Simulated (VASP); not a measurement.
A run of VASP 6.6.1 is set up as follows.

Contents of INCAR:

```
PREC = Accurate ; ENCUT = 520
EDIFF = 1E-6 ; ISMEAR = 0
SIGMA = 0.1 ; LREAL = False
LASPH = True ; NELM = 80
ALGO = Normal ; ISIF = 2
LWAVE = False ; LCHARG = False
GGA = PE ; NBANDS = 12
```

Contents of KPOINTS:

```
regular mesh
0
Gamma
  16 16 16
```

Contents of POSCAR:

```
Zr
1.0
    0.0000000000      2.2903630844      2.2903630844
    2.2903630844      0.0000000000      2.2903630844
    2.2903630844      2.2903630844      0.0000000000
Zr
1
Direct
    0.0000000000      0.0000000000      0.0000000000
```

Potentials or basis: VASP PAW PBE potentials, release 64 (Zr_sv).

Launch:

```bash
$ cat potpaw_PBE.64/Zr_sv/POTCAR > POTCAR
$ mpirun -np 1 vasp_std > vasp.out
```

Q: What does it give for the band gap on the k mesh?

A: Zero (bands 6 and 7 overlap by 1.35 eV).

Q: Predict the pressure.

A: -3.0 GPa.
